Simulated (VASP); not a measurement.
Set up this calculation in VASP 6.6.1, as the native input.

| Quantity | Value |
| --- | --- |
| Task | single point |
| Functional | PBE |
| Potentials or basis | VASP PAW PBE potentials, release 64 (Zn, Se, S) |
| Cutoff | 520 eV |
| k mesh | 4 × 4 × 2 |
| Occupations | gaussian, width 0.1 eV |
| Spin | no spin polarisation |
| Dipole correction | no |
| Further INCAR settings | ALGO = Normal; EDIFF = 1e-06; NBANDS = 46 |

The structure of Zn4SeS3 lies in POSCAR:

```
Zn4SeS3
1.0
    3.9132772468      0.0001233118     -0.0003909181
    0.0001285409      3.9133927358     -0.0001117159
   -0.0028837174     -0.0016542272     10.9708855369
Zn Se S
4 1 3
Direct
    0.4999479187      0.0001415892      0.8785440784
    0.0000016825      0.4998709937      0.1214590498
    0.4998356625      0.0002106410      0.3648362254
    0.0000611972      0.4998556547      0.6351553904
   -0.0000229049     -0.0001336624      0.4999965131
    0.0000449673     -0.0001089910      0.0000032043
    0.5000361947      0.5001016575      0.2430500833
    0.5000952820      0.5000621173      0.7569554554
```

The input as run:

INCAR

```
SYSTEM = Zn4SeS3
PREC     = Accurate       ! precision mode
ENCUT    = 520            ! plane-wave cutoff, eV
EDIFF    = 1E-6           ! SCF threshold, eV
ISMEAR   = 0              ! smearing method
SIGMA    = 0.1            ! smearing width, eV
LREAL    = .FALSE.        ! projectors in reciprocal space
LASPH    = .TRUE.         ! aspherical terms in the spheres
NELM     = 100            ! most SCF steps
ALGO     = Normal         ! electronic algorithm
ISIF     = 2              ! what is computed and relaxed
LWAVE    = .FALSE.        ! write WAVECAR
LCHARG   = .FALSE.        ! write CHGCAR
GGA      = PE             ! functional
NBANDS   = 46             ! bands
```

KPOINTS

```
Automatic mesh
0
G
  4 4 2
  0 0 0
```

Potentials or basis: VASP PAW PBE potentials, release 64 (Zn, Se, S).

Launch:

```console
$ cat potpaw_PBE.64/Zn/POTCAR potpaw_PBE.64/Se/POTCAR potpaw_PBE.64/S/POTCAR > POTCAR
$ mpirun -np 1 vasp_std > vasp.out
```

It gave:

```yaml
Pressure: 0.2 GPa
Largest_force: 0.009 eV/Å
Band_gap_on_the_k_mesh: 1.70 eV
```

It took 3.4 min on 1 thread of Intel(R) Xeon(R) Platinum 8259CL CPU @ 2.50GHz (Skylake/Cascade Lake), with other jobs on the host, peak memory 0.33 GiB.
